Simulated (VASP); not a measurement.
# BaTe (I4mm) in VASP: notebook, part 2 of 2

VASP 6.6.1. The steps go on from the part before.

## (3) Single point, r2SCAN (all Te atoms moved -0.100 Å, as atom 2 along Cartesian [0 1 0])

POSCAR

```
BaTe
1.0
    0.0000000000      3.4100000000      3.4100000000
    3.4100000000      0.0000000000      3.4100000000
    3.4100000000      3.4100000000      0.0000000000
Ba Te
1 1
Direct
    0.0000000000      0.0000000000      0.0000000000
    0.4853372434      0.5146627566      0.4853372434
```

INCAR.step1

```
SYSTEM = BaTe
ALGO = Normal
EDIFF = 1E-4
ENCUT = 520
GGA = PE
ISMEAR = 0
LASPH = .True.
LCHARG = .False.
LREAL = .False.
LWAVE = .True.
NBANDS = 15
NELM = 100
PREC = Accurate
SIGMA = 0.05
```

INCAR.step2

```
SYSTEM = BaTe
ALGO = Normal
EDIFF = 1E-6
ENCUT = 520
ISIF = 2
ISMEAR = 0
ISTART = 1
LASPH = .True.
LCHARG = .True.
LELF = .True.
LMIXTAU = .True.
LREAL = .False.
LVHAR = .True.
LWAVE = .False.
METAGGA = R2SCAN
NBANDS = 15
NELM = 100
PREC = Accurate
SIGMA = 0.05
```

KPOINTS

```
k-points
0
Gamma
  8 8 8
  0 0 0
```

Potentials or basis: VASP PAW PBE potentials, release 64 (Ba_sv, Te).

Launch:

```sh
> cat potpaw_PBE.64/Ba_sv/POTCAR potpaw_PBE.64/Te/POTCAR > POTCAR
> cp INCAR.step1 INCAR
> mpirun -np 1 vasp_std > vasp.out
> cp INCAR.step2 INCAR
> mpirun -np 1 vasp_std > vasp.out
```

OUTCAR:

```text
SYSTEM = BaTe
   EDIFF = 1E-6
   ENCUT = 520
   ISIF = 2
   ISMEAR = 0
   ISTART = 1
   LASPH = .True.
   LREAL = .False.
   METAGGA = R2SCAN
   NELM = 100
   PREC = Accurate

 ion  position               nearest neighbor table
   1  0.000  0.000  0.000-   2 3.31   2 3.41   2 3.41   2 3.41   2 3.41   2 3.51
   2  0.485  0.515  0.485-   1 3.31   1 3.41   1 3.41   1 3.41   1 3.41   1 3.51

  LATTYP: Found a face centered cubic cell.
 ALAT       =     6.8200000000

  Lattice vectors:

 A1 = (   0.0000000000,   3.4100000000,   3.4100000000)
 A2 = (   3.4100000000,   0.0000000000,   3.4100000000)
 A3 = (   3.4100000000,   3.4100000000,   0.0000000000)

Analysis of symmetry for initial positions (statically):
[... 5 lines left out ...]
 face centered cubic supercell.

 Subroutine GETGRP returns: Found  8 space group operations
 (whereof  8 operations were pure point group operations)
 out of a pool of 48 trial point group operations.

The static configuration has the point symmetry C_4v.

Analysis of symmetry for dynamics (positions and initial velocities):
[... 5 lines left out ...]
 face centered cubic supercell.

 Subroutine GETGRP returns: Found  8 space group operations
 (whereof  8 operations were pure point group operations)
 out of a pool of 48 trial point group operations.

The dynamic configuration has the point symmetry C_4v.

[... 153 lines left out ...]
 k-point     1 :       0.0000    0.0000    0.0000
  band No.  band energies     occupation
      1     -25.0241      2.00000
      2      -9.7835      2.00000
      3      -9.7743      2.00000
      4      -9.7743      2.00000
      5      -7.4148      2.00000
      6       2.5681      2.00000
      7       2.5681      2.00000
      8       2.5714      2.00000
      9       5.8709      0.00000
     10       5.8903      0.00000
     11       5.8903      0.00000
     12       6.5243      0.00000
     13       6.6364      0.00000
     14       6.6713      0.00000
[... 401 lines left out ...]
      2     -10.2097      2.00000
      3      -9.8969      2.00000
      4      -9.8420      2.00000
      5      -6.7639      2.00000
      6       0.8676      2.00000
      7       1.4823      2.00000
      8       1.7177      2.00000
      9       5.5953      0.00000
     10       8.2987      0.00000
     11       8.5170      0.00000
     12       8.8375      0.00000
     13       8.9356      0.00000
     14       9.9948      0.00000
     15      10.9469      0.00000

 [... further k-points ...]
[... 5 lines left out ...]
  --------------------------------------------------------------------------------------
  -------------------------------------------------------------------------------------
  Total        2.2005222      2.4389149      2.2005222      0.0000000      0.0000000      0.0000000
  in kB       44.4573125     49.2735786     44.4573125      0.0000000      0.0000000      0.0000000
  external PRESSURE =      46.0627345 kB  Pullay stress =       0.0000000 kB

 VOLUME and BASIS-vectors are now :
 -----------------------------------------------------------------------------
  energy-cutoff  :      520.00
  volume of cell :       79.30
      direct lattice vectors                 reciprocal lattice vectors
     0.000000000  3.410000000  3.410000000    -0.146627566  0.146627566  0.146627566
     3.410000000  0.000000000  3.410000000     0.146627566 -0.146627566  0.146627566
     3.410000000  3.410000000  0.000000000     0.146627566  0.146627566 -0.146627566

 POSITION                                       TOTAL-FORCE (eV/Angst)
 -----------------------------------------------------------------------------------
      0.00000      0.00000      0.00000         0.000000     -0.343907      0.000000
      3.41000      3.31000      3.41000         0.000000      0.343907      0.000000
 -----------------------------------------------------------------------------------
    total drift:                               -0.000000     -0.000101     -0.000000

  FREE ENERGIE OF THE ION-ELECTRON SYSTEM (eV)
  ---------------------------------------------------
  free  energy   TOTEN  =       -55.8893776116 eV

  energy  without entropy=      -55.8893776116  energy(sigma->0) =      -55.88937761
```

It took 11 min on 1 thread of AMD EPYC, shared host; peak memory 0.23 GiB.

Results:

| Property | Result |
| --- | --- |
| Free energy | -55.8894 eV |
| Pressure | 4.6 GPa |
| Largest force | 0.344 eV/Å |
| Band gap on the k mesh | 1.70 eV, indirect (least direct gap 2.07 eV) |

Forces in eV/Å, atoms in the order of the input:
```
Ba   0.000 -0.344  0.000
Te   0.000  0.344  0.000
```

Caveat: the cell differs from its parent crystal (all Te atoms moved -0.100 Å, as atom 2 along Cartesian [0 1 0]); the PAW data sets were made with another functional, which shifts forces and pressure a little; spin-orbit coupling is left out, which moves the levels of the heavy elements. A k mesh can miss the band edges.

## (4) Single point, r2SCAN (all Te atoms moved +0.025 Å, as atom 2 along Cartesian [0 1 0])

Changes to POSCAR since step 3:

```diff
@@ -9,2 +9,2 @@
     0.0000000000      0.0000000000      0.0000000000
-    0.4853372434      0.5146627566      0.4853372434
+    0.5036656891      0.4963343109      0.5036656891
```

INCAR.step1

```
PREC = Accurate ; ENCUT = 520
ISMEAR = 0 ; SIGMA = 0.05
LREAL = False ; LASPH = True
NELM = 100 ; NBANDS = 15
GGA = PE ; ALGO = Normal
EDIFF = 1E-4 ; LWAVE = True
LCHARG = False
```

INCAR.step2

```
PREC = Accurate ; ENCUT = 520
EDIFF = 1E-6 ; ISMEAR = 0
SIGMA = 0.05 ; LREAL = False
LASPH = True ; NELM = 100
ALGO = Normal ; ISIF = 2
LWAVE = False ; LCHARG = False
METAGGA = R2SCAN ; LMIXTAU = True
NBANDS = 15 ; ISTART = 1
```

KPOINTS

```
regular mesh
0
Gamma
  8 8 8
```

Potentials or basis: VASP PAW PBE potentials, release 64 (Ba_sv, Te).

Launch:

```sh
> cat potpaw_PBE.64/Ba_sv/POTCAR potpaw_PBE.64/Te/POTCAR > POTCAR
> cp INCAR.step1 INCAR
> mpirun -np 1 vasp_std > vasp.out
> cp INCAR.step2 INCAR
> mpirun -np 1 vasp_std > vasp.out
```

OUTCAR:

```text
PREC = Accurate
   ENCUT = 520
   EDIFF = 1E-6
   ISMEAR = 0
   LREAL = False
   LASPH = True
   NELM = 100
   ISIF = 2
   METAGGA = R2SCAN
   ISTART = 1

 ion  position               nearest neighbor table
   1  0.000  0.000  0.000-   2 3.39   2 3.41   2 3.41   2 3.41   2 3.41   2 3.43
   2  0.504  0.496  0.504-   1 3.39   1 3.41   1 3.41   1 3.41   1 3.41   1 3.43

  LATTYP: Found a face centered cubic cell.
 ALAT       =     6.8200000000

  Lattice vectors:

 A1 = (   0.0000000000,   3.4100000000,   3.4100000000)
 A2 = (   3.4100000000,   0.0000000000,   3.4100000000)
[... 610 lines left out ...]
     12       8.8351      0.00000
     13       8.9261      0.00000
     14       9.9880      0.00000
     15      10.9593      0.00000

 [... further k-points ...]
[... 5 lines left out ...]
  --------------------------------------------------------------------------------------
  -------------------------------------------------------------------------------------
  Total        2.2296198      2.2444354      2.2296198     -0.0000000      0.0000000     -0.0000000
  in kB       45.0451736     45.3444943     45.0451736     -0.0000000      0.0000000     -0.0000000
  external PRESSURE =      45.1449472 kB  Pullay stress =       0.0000000 kB

 VOLUME and BASIS-vectors are now :
 -----------------------------------------------------------------------------
  energy-cutoff  :      520.00
  volume of cell :       79.30
      direct lattice vectors                 reciprocal lattice vectors
     0.000000000  3.410000000  3.410000000    -0.146627566  0.146627566  0.146627566
     3.410000000  0.000000000  3.410000000     0.146627566 -0.146627566  0.146627566
     3.410000000  3.410000000  0.000000000     0.146627566  0.146627566 -0.146627566

 POSITION                                       TOTAL-FORCE (eV/Angst)
 -----------------------------------------------------------------------------------
      0.00000      0.00000      0.00000         0.000000      0.083887      0.000000
      3.41000      3.43500      3.41000         0.000000     -0.083887      0.000000
 -----------------------------------------------------------------------------------
    total drift:                               -0.000000     -0.000182     -0.000000

  FREE ENERGIE OF THE ION-ELECTRON SYSTEM (eV)
  ---------------------------------------------------
  free  energy   TOTEN  =       -55.9052995869 eV

  energy  without entropy=      -55.9052995869  energy(sigma->0) =      -55.90529959
```

OUTCAR.step1:

```text
PREC = Accurate
   ENCUT = 520
   ISMEAR = 0
   LREAL = False
   LASPH = True
[... 653 lines left out ...]
      0.00000      0.00000      0.00000         0.000000      0.076796      0.000000
      3.41000      3.43500      3.41000         0.000000     -0.076796      0.000000
 -----------------------------------------------------------------------------------
    total drift:                               -0.000000     -0.000025     -0.000000

  FREE ENERGIE OF THE ION-ELECTRON SYSTEM (eV)
  ---------------------------------------------------
  free  energy   TOTEN  =        -8.5118755027 eV

  energy  without entropy=       -8.5118755027  energy(sigma->0) =       -8.51187550
```

OSZICAR.step1:

```text
N       E                     dE             d eps       ncg     rms          rms(c)
DAV:   1     0.840840233614E+02    0.84084E+02   -0.63187E+03  1770   0.895E+02
DAV:   2    -0.354756574524E+01   -0.87632E+02   -0.80048E+02  2401   0.158E+02
DAV:   3    -0.848836085798E+01   -0.49408E+01   -0.49049E+01  2438   0.401E+01
DAV:   4    -0.859666750650E+01   -0.10831E+00   -0.10827E+00  2227   0.608E+00
DAV:   5    -0.859965564389E+01   -0.29881E-02   -0.29880E-02  2524   0.832E-01    0.418E+00
DAV:   6    -0.850573718897E+01    0.93918E-01   -0.10514E-01  2071   0.169E+00    0.274E+00
DAV:   7    -0.850713925985E+01   -0.14021E-02   -0.98833E-02  2225   0.183E+00    0.793E-01
DAV:   8    -0.851128172265E+01   -0.41425E-02   -0.11845E-02  1959   0.723E-01    0.207E-01
DAV:   9    -0.851167866695E+01   -0.39694E-03   -0.54752E-04  2442   0.168E-01    0.553E-02
DAV:  10    -0.851185144985E+01   -0.17278E-03   -0.16849E-04  2053   0.911E-02    0.179E-02
DAV:  11    -0.851187550274E+01   -0.24053E-04   -0.45579E-05  1697   0.421E-02
   1 F= -.85118755E+01 E0= -.85118755E+01  d E =-.170531E-10
```

Run time: 12 min. Hardware: 1 thread of AMD EPYC, shared host; peak memory 0.23 GiB.

Results:

```yaml
Free_energy: -55.9053 eV
Pressure: 4.5 GPa
Largest_force: 0.084 eV/Å
Band_gap_on_the_k_mesh: 1.69 eV, indirect (least direct gap 2.07 eV)
```

Forces in eV/Å, atoms in the order of the input:
```
Ba   0.000  0.084  0.000
Te   0.000 -0.084  0.000
```

Caveat: the cell differs from its parent crystal (all Te atoms moved +0.025 Å, as atom 2 along Cartesian [0 1 0]); the PAW data sets were made with another functional, which shifts forces and pressure a little; spin-orbit coupling is left out, which moves the levels of the heavy elements.
